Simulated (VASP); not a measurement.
# Li: relaxation of shape and atoms at fixed volume with PBE

Crystal: Li.

```
CELL_PARAMETERS angstrom
-2.10992 2.10992 1.14137
2.10992 -2.10992 1.14137
2.10992 2.10992 -1.14137
ATOMIC_POSITIONS crystal
Li 0.62500 0.87500 0.75000
Li 0.37500 0.12500 0.25000
```

| Quantity | Value |
| --- | --- |
| Program | VASP 6.6.1 |
| Task | relaxation of shape and atoms at fixed volume |
| Functional | PBE |
| Potentials or basis | VASP PAW PBE potentials, release 64 (Li_sv) |
| Cutoff | 600 eV |
| k mesh | 15 × 15 × 15 |
| Occupations | fermi-dirac, width 0.08 eV |
| Spin | no spin polarisation |
| Dipole correction | no |
| Further INCAR settings | ALGO = Normal; EDIFF = 1e-06; IBRION = 2; EDIFFG = -0.005; NSW = 50; ISIF = 4 |

```json
{
 "Energy gained by relaxing": "1.2 meV/atom",
 "Ionic steps": "4",
 "Pressure after relaxing": "27.7 GPa",
 "Band gap on the k mesh": "zero (band 3 reaches 5.09 eV, above the bottom of band 4 at 1.71 eV)"
}
```

Stress tensor (GPa, compression positive):
```
27.69  0.00  0.00
 0.00 27.69  0.00
 0.00  0.00 27.79
```

Step by step:
```
step  energy change (eV)  largest force (eV/Å)  pressure (GPa)  volume (Å³)
   1              0.0000                0.0000           27.94        20.32
   2             -0.0005                0.0000           27.92        20.32
   3             -0.0015                0.0000           27.87        20.32
   4             -0.0024                0.0000           27.72        20.32
```

Final structure:
```
CELL_PARAMETERS angstrom
-2.08004 2.08004 1.17439
2.08004 -2.08004 1.17439
2.08004 2.08004 -1.17439
ATOMIC_POSITIONS crystal
Li 0.62500 0.87500 0.75000
Li 0.37500 0.12500 0.25000
```

Levels at points of the mesh, in eV from the Fermi level:
| k point | band 1 | band 2 | band 3 | band 4 | band 5 | band 6 | band 7 |
| --- | --- | --- | --- | --- | --- | --- | --- |
| (0.00, 0.00, 0.00) | -45.97 | -45.55 | -3.97 | 6.13 | 6.13 | 9.35 | 15.95 |

Wall time 3.7 min on 1 thread of Oxide Virtual Turin-like Processor (shared host), peak memory 0.14 GiB.

Caveat: the cutoff is under 1.25 times the usual one of these potentials, so pressure, stress and relaxed cells hold a basis-set (Pulay) error.
